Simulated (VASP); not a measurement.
# MoS2 (P6_3/mmc) in VASP: further runs

MoS2 is run at these levels: PBE; tasks: single point.

All numbers are computed with VASP 6.6.1; they aren't measurements. Logs are shortened: lines on timing, memory, paths and dates and some standing lists are left out, and cuts for length are marked.

**The experiment to reproduce.**

“Multiwavelength excitation Raman Scattering Analysis of bulk and 2 dimensional MoS2: Vibrational properties of atomically thin MoS2 layers”, 2015, arxiv:1506.03228 reports, for a bulk crystal of MoS2 at 300 K: band gap 1.3 eV (indirect).

The runs below are set against these values where they give the same quantity.

## (1) The cell of the first run

Symmetry: P6_3/mmc, No. 194, hexagonal system. The conventional cell has a = 3.115 Å, b = 3.115 Å, c = 12.115 Å, α = 90.00°, β = 90.00°, γ = 120.00°. Within 3.1 Å of Mo (site symmetry -6m2) lie 6 S at 2.37 Å. Within 3.1 Å of S (site symmetry 3m) lie 3 Mo at 2.37 Å and 1 S at 3.08 Å.

## (2) Single point, PBE

The input, INCAR:

```
SYSTEM = MoS2
ALGO = Normal ; EDIFF = 1E-6
ENCUT = 520 ; GGA = PE
ISIF = 2 ; ISMEAR = 1
LASPH = .TRUE. ; LCHARG = .FALSE.
LREAL = .FALSE. ; LWAVE = .FALSE.
NBANDS = 35 ; NELM = 100
PREC = Accurate ; SIGMA = 0.1
```

The input, KPOINTS:

```
k-points
0
G
  8 8 2
  0 0 0
```

The input, POSCAR:

```
MoS2
1.0
    3.1152777572      0.0000000000      0.0000000000
   -1.5576388786      2.6979101646      0.0000000000
    0.0000000000      0.0000000000     12.1150782834
Mo S
2 4
Direct
    0.3333333333      0.6666666667      0.2500000000
    0.6666666667      0.3333333333      0.7500000000
    0.3333333333      0.6666666667      0.6230000000
    0.6666666667      0.3333333333      0.1230000000
    0.3333333333      0.6666666667      0.8770000000
    0.6666666667      0.3333333333      0.3770000000
```

Potentials or basis: VASP PAW PBE potentials, release 64 (Mo_sv, S).

Started as:

```
$ cat potpaw_PBE.64/Mo_sv/POTCAR potpaw_PBE.64/S/POTCAR > POTCAR
$ mpirun -np 1 vasp_std > vasp.out
```

OUTCAR:

```text
SYSTEM = MoS2
   EDIFF = 1E-6
   ENCUT = 520
   GGA = PE
   ISIF = 2
   ISMEAR = 1
   LASPH = .TRUE.
   LREAL = .FALSE.
   NELM = 100
   PREC = Accurate

 ion  position               nearest neighbor table
   1  0.333  0.667  0.250-   4 2.37   6 2.37   4 2.37   6 2.37   4 2.37   6 2.37
   2  0.667  0.333  0.750-   3 2.37   5 2.37   3 2.37   5 2.37   3 2.37   5 2.37
   3  0.333  0.667  0.623-   2 2.37   2 2.37   2 2.37
   4  0.667  0.333  0.123-   1 2.37   1 2.37   1 2.37
   5  0.333  0.667  0.877-   2 2.37   2 2.37   2 2.37
   6  0.667  0.333  0.377-   1 2.37   1 2.37   1 2.37

  LATTYP: Found a hexagonal cell.
 ALAT       =     3.1152777572
 C/A-ratio  =     3.8889239508

  Lattice vectors:

 A1 = (   3.1152777572,   0.0000000000,   0.0000000000)
 A2 = (  -1.5576388786,   2.6979101646,   0.0000000000)
 A3 = (   0.0000000000,   0.0000000000,  12.1150782834)

Analysis of symmetry for initial positions (statically):
=====================================================================
 Subroutine PRICEL returns:
 Original cell was already a primitive cell.

 Routine SETGRP: Setting up the symmetry group for a
 hexagonal supercell.

 Subroutine GETGRP returns: Found 24 space group operations
 (whereof 12 operations were pure point group operations)
 out of a pool of 24 trial point group operations.

The static configuration has the point symmetry D_3d.
 The point group associated with its full space group is D_6h.

Analysis of symmetry for dynamics (positions and initial velocities):
=====================================================================
 Subroutine PRICEL returns:
 Original cell was already a primitive cell.

 Routine SETGRP: Setting up the symmetry group for a
 hexagonal supercell.

 Subroutine GETGRP returns: Found 24 space group operations
 (whereof 12 operations were pure point group operations)
 out of a pool of 24 trial point group operations.

The dynamic configuration has the point symmetry D_3d.
 The point group associated with its full space group is D_6h.

 Subroutine INISYM returns: Found 24 space group operations
 (whereof 12 operations are pure point group operations),
 and found     1 'primitive' translations

----------------------------------------------------------------------------------------

                                     Primitive cell

  volume of cell :     101.8241

  direct lattice vectors                    reciprocal lattice vectors
     3.115277757  0.000000000  0.000000000     0.320998665  0.185328632  0.000000000
    -1.557638879  2.697910165  0.000000000     0.000000000  0.370657264  0.000000000
     0.000000000  0.000000000 12.115078283     0.000000000  0.000000000  0.082541770

  length of vectors
     3.115277757  3.115278179 12.115078283     0.370657314  0.370657264  0.082541770

  position of ions in fractional coordinates (direct lattice)
     0.333333333  0.666666667  0.250000000
     0.666666667  0.333333333  0.750000000
     0.333333333  0.666666667  0.623000000
     0.666666667  0.333333333  0.123000000
     0.333333333  0.666666667  0.877000000
     0.666666667  0.333333333  0.377000000

  ion indices of the primitive-cell ions
   primitive index   ion index
                 1           1
                 2           2
                 3           3
                 4           4
                 5           5
                 6           6

----------------------------------------------------------------------------------------

 KPOINTS: k-points

Automatic generation of k-mesh.
 Grid dimensions read from file:
 generate k-points for:    8    8    2

 Generating k-lattice:

  Cartesian coordinates                     Fractional coordinates (reciprocal lattice)
     0.040124833  0.023166079  0.000000000     0.125000000  0.000000000  0.000000000
     0.000000000  0.046332158  0.000000000     0.000000000  0.125000000  0.000000000
     0.000000000  0.000000000  0.041270885     0.000000000  0.000000000  0.500000000

  Length of vectors
     0.046332164  0.046332158  0.041270885

  Shift w.r.t. Gamma in fractional coordinates (k-lattice)
     0.000000000  0.000000000  0.000000000

 Subroutine IBZKPT returns following result:
 ===========================================

 Found     20 irreducible k-points:

 Following reciprocal coordinates:
            Coordinates               Weight
  0.000000  0.000000  0.000000      1.000000
  0.125000  0.000000  0.000000      6.000000
  0.250000  0.000000  0.000000      6.000000
  0.375000 -0.000000  0.000000      6.000000
  0.500000  0.000000  0.000000      3.000000
  0.125000  0.125000  0.000000      6.000000
[... 12 lines left out ...]
  0.250000  0.250000  0.500000      6.000000
  0.375000  0.250000  0.500000      6.000000
   k-points           NKPTS =     20   k-points in BZ     NKDIM =     20   number of bands    NBANDS=     35
   number of dos      NEDOS =    301   number of ions     NIONS =      6
   total plane-waves  NPLWV =  51840
   dimension x,y,z NGX =    24 NGY =   24 NGZ =   90
   dimension x,y,z NGXF=    48 NGYF=   48 NGZF=  180
   ions per type =               2   4
   NGX,Y,Z   is equivalent  to a cutoff of  12.81, 12.81, 12.35 a.u.
   NGXF,Y,Z  is equivalent  to a cutoff of  25.62, 25.62, 24.70 a.u.
 SYSTEM =  MoS2
   PREC   = accura    normal or accurate (medium, high low for compatibility)
   ISTART =      0    job   : 0-new  1-cont  2-samecut
   ICHARG =      2    charge: 1-file 2-atom 10-const
   ISPIN  =      1    spin polarized calculation?
   LNONCOLLINEAR =      F non collinear calculations
   LSORBIT =      F    spin-orbit coupling
   LASPH  =      T    aspherical Exc in radial PAW
   ENCUT  =  520.0 eV  38.22 Ry    6.18 a.u.   5.79  5.79 22.53*2*pi/ulx,y,z
   NELM   =    100;   NELMIN=  2; NELMDL= -5     # of ELM steps
   EDIFF  = 0.1E-05   stopping-criterion for ELM
   LREAL  =      F    real-space projection
   EDIFFG = 0.1E-04   stopping-criterion for IOM
   NSW    =      0    number of steps for IOM
   IBRION =     -1    ionic relax: 0-MD 1-quasi-New 2-CG
   NFREE  =      0    steps in history (QN), initial steepest desc. (CG)
   ISIF   =      2    stress and relaxation
   ISYM   =      2    0-nonsym 1-usesym 2-fastsym
   POTIM  = 0.5000    time-step for ionic-motion
   TEBEG  =    0.0;   TEEND  =   0.0 temperature during run
   PSTRESS=    0.0 pullay stress
   NELECT =      52.0000    total number of electrons
   NUPDOWN=      -1.0000    fix difference up-down
   EMIN   =  10.00;   EMAX   =-10.00  energy-range for DOS
   EFERMI =   0.00;   METHOD = LEGACY
   ISMEAR =     1;   SIGMA  =   0.10  broadening in eV -4-tet -1-fermi 0-gaus
   EFERMI_NEDOS =   21; number of points for ismear=-14 and -15
   IALGO  =     38    algorithm
   IMIX   =      4    mixing-type and parameters
     AMIX     =   0.40;   BMIX     =  1.00
     AMIX_MAG =   1.60;   BMIX_MAG =  1.00
  volume/ion in A,a.u.               =      16.97       114.52
  Fermi-wavevector in a.u.,A,eV,Ry     =   1.308556  2.472813 23.297527  1.712320
  Thomas-Fermi vector in A             =   2.439215
   LORBIT       =      0    0 simple, 1 ext, 2 COOP (PROOUT), +10 PAW based schemes
   GGA     = PE    functional components
   LHFCALC =     F    Hartree Fock is set to
   AEXX    =    0.0000 exact exchange contribution
   IVDW    =     0    specifies the selected vdW correction
   LEPSILON=     F    determine dielectric tensor
   LRPA    =     F    only Hartree local field effects (RPA)
 non-spin polarized calculation
 Methfessel and Paxton  Order N= 1 SIGMA  =   0.10
  energy-cutoff  :      520.00
  volume of cell :      101.82
 maximum number of plane-waves:      2763
 NGX is ok and might be reduce to    24
   NGX = 11   NGY = 11   NGZ = 45

 number of electron      52.0000000 magnetization

 Free energy of the ion-electron system (eV)
  ---------------------------------------------------
  ext. energy  EPLUGINS =         0.00000000
  ---------------------------------------------------
  free energy    TOTEN  =       -43.41026758 eV

  energy without entropy =      -43.41031288  energy(sigma->0) =      -43.41028268

 E-fermi :   8.2991     XC(G=0): -11.0730

 val. band max:        8.2148913338   @ k =   0.0000   0.0000   0.0000
 cond. band min:       9.1698923013   @ k =   0.2500   0.1250   0.0000
 fundamental gap:      0.9550009675
 Fermi energy:         8.2990791677

 k-point     1 :       0.0000    0.0000    0.0000
  band No.  band energies     occupation
      1     -53.3038      2.00000
      2     -53.3038      2.00000
      3     -27.5063      2.00000
      4     -27.5062      2.00000
      5     -27.2252      2.00000
      6     -27.2252      2.00000
[... 27 lines left out ...]
     34      10.8113      0.00000
     35      13.9667      0.00000

 k-point     2 :       0.1250    0.0000    0.0000
  band No.  band energies     occupation
      1     -53.2964      2.00000
      2     -53.2964      2.00000
      3     -27.4920      2.00000
      4     -27.4919      2.00000
      5     -27.2964      2.00000
      6     -27.2964      2.00000
[... 27 lines left out ...]
     34      10.8680      0.00000
     35      15.0463      0.00000

 k-point     3 :       0.2500    0.0000    0.0000
  band No.  band energies     occupation
      1     -53.2785      2.00000
      2     -53.2785      2.00000
      3     -27.4651      2.00000
      4     -27.4651      2.00000
      5     -27.4574      2.00000
      6     -27.4573      2.00000
[... 27 lines left out ...]
     34      11.6489      0.00000
     35      15.8263      0.00000

 k-point     4 :       0.3750   -0.0000    0.0000
  band No.  band energies     occupation
      1     -53.2606      2.00000
      2     -53.2606      2.00000
      3     -27.6296      2.00000
      4     -27.6296      2.00000
      5     -27.4225      2.00000
      6     -27.4224      2.00000
[... 27 lines left out ...]
     34      12.1605      0.00000
     35      14.4124      0.00000

 k-point     5 :       0.5000    0.0000    0.0000
  band No.  band energies     occupation
      1     -53.2531      2.00000
      2     -53.2531      2.00000
      3     -27.6966      2.00000
      4     -27.6966      2.00000
      5     -27.4080      2.00000
      6     -27.4080      2.00000
[... 486 lines left out ...]
 k-point    18 :       0.3750    0.1250    0.5000
  band No.  band energies     occupation
      1     -53.2531      2.00000
      2     -53.2531      2.00000
      3     -27.6604      2.00000
      4     -27.6604      2.00000
      5     -27.4080      2.00000
      6     -27.4080      2.00000
[... 27 lines left out ...]
     34      12.0350      0.00000
     35      14.5500      0.00000

 k-point    19 :       0.2500    0.2500    0.5000
  band No.  band energies     occupation
      1     -53.2531      2.00000
      2     -53.2531      2.00000
      3     -27.6103      2.00000
      4     -27.6103      2.00000
      5     -27.4238      2.00000
      6     -27.4238      2.00000
[... 27 lines left out ...]
     34      12.4503      0.00000
     35      15.3126      0.00000

 k-point    20 :       0.3750    0.2500    0.5000
  band No.  band energies     occupation
      1     -53.2478      2.00000
      2     -53.2478      2.00000
      3     -27.6160      2.00000
      4     -27.6160      2.00000
      5     -27.4779      2.00000
      6     -27.4779      2.00000
[... 27 lines left out ...]
     34      12.5792      0.00000
     35      14.8236      0.00000

------------------------ aborting loop because EDIFF is reached ----------------------------------------

  FORCE on cell =-STRESS in cart. coord.  units (eV):
  Direction    XX          YY          ZZ          XY          YZ          ZX
  --------------------------------------------------------------------------------------
  -------------------------------------------------------------------------------------
  Total        6.4170512      6.4170535      7.2350696      0.0000000      0.0000000      0.0000000
  in kB      100.9707546    100.9707911    113.8420771      0.0000000      0.0000000      0.0000000
  external PRESSURE =     105.2612076 kB  Pullay stress =       0.0000000 kB

 VOLUME and BASIS-vectors are now :
 -----------------------------------------------------------------------------
  energy-cutoff  :      520.00
  volume of cell :      101.82
      direct lattice vectors                 reciprocal lattice vectors
     3.115277757  0.000000000  0.000000000     0.320998665  0.185328632  0.000000000
    -1.557638879  2.697910165  0.000000000     0.000000000  0.370657264  0.000000000
     0.000000000  0.000000000 12.115078283     0.000000000  0.000000000  0.082541770

 POSITION                                       TOTAL-FORCE (eV/Angst)
 -----------------------------------------------------------------------------------
     -0.00000      1.79861      3.02877         0.000000      0.000000      0.000000
      1.55764      0.89930      9.08631        -0.000000     -0.000000      0.000000
     -0.00000      1.79861      7.54769        -0.000000     -0.000000     -0.793161
      1.55764      0.89930      1.49015         0.000000      0.000000     -0.793161
     -0.00000      1.79861     10.62492         0.000000     -0.000000      0.793161
      1.55764      0.89930      4.56738         0.000000      0.000000      0.793161
 -----------------------------------------------------------------------------------
    total drift:                               -0.000000      0.000000     -0.000000

  FREE ENERGIE OF THE ION-ELECTRON SYSTEM (eV)
  ---------------------------------------------------
  free  energy   TOTEN  =       -43.4102675807 eV

  energy  without entropy=      -43.4103128809  energy(sigma->0) =      -43.41028268
```

Run time: 75 s. Hardware: 1 thread of Intel Xeon Platinum 8259CL at 2.50GHz (Skylake/Cascade Lake), shared host; peak memory 0.24 GiB.

Results:

* Free energy: -43.4103 eV
* Pressure: 10.5 GPa
* Largest force: 0.793 eV/Å
* Band gap on the k mesh: 0.95 eV, indirect (least direct gap 2.07 eV)

Forces on the atoms (eV/Å):
```
Mo   0.000  0.000  0.000
Mo   0.000  0.000  0.000
S    0.000  0.000 -0.793
S    0.000  0.000 -0.793
S    0.000  0.000  0.793
S    0.000  0.000  0.793
```

Stress tensor (GPa, compression positive):
```
10.10  0.00  0.00
 0.00 10.10  0.00
 0.00  0.00 11.38
```

Caveat: this functional lacks dispersion, which binds the layers, so the pressure and a relaxed spacing across them are unreliable. A hybrid or GW would open this gap; PBE tends to underestimate it.

[end of part 1 of 2]
